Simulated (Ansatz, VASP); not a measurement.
One calculation of SnO, two programs

```
Sn O
1.0
     3.80200    0.00000    0.00000
     0.00000    3.80200    0.00000
     0.00000    0.00000    4.83600
Sn O
2 2
Cartesian
  0.0000 1.4510 1.1534
  1.9010 0.0000 3.6826
  0.0000 0.0000 0.0000
  1.9010 1.9010 0.0000
```

Alike in both runs: task single point; functional PBEsol; dispersion D3(BJ); k mesh 12 × 12 × 10; occupations gaussian, width 0.15 eV; no spin polarisation.

|  | VASP | Ansatz |
| --- | --- | --- |
| version | VASP 6.6.1 | Ansatz 0.2.0 |
| potentials or method | VASP PAW PBE potentials, release 64 (Sn_d, O), cutoff 520 eV | scalar-relativistic, plane waves, PAW |
| valence electrons in the cell | 40 | 40 |

```csv
,VASP,Ansatz,Ansatz less VASP
gap on the k mesh at the Fermi level (eV),none,none,-
pressure (GPa),4.6,4.5,-0.16
"traceless stress, the component that is largest in VASP (GPa)",11.04,10.99,-0.052
rms of the force components (eV/Å),1.895,1.885,-0.0100
```

VASP's potentials were made for PBE, not for PBEsol. Atom by atom the forces differ by 0.031 eV/Å (rms over components). A gap of «none» marks a metal or a gap that the smearing closes.
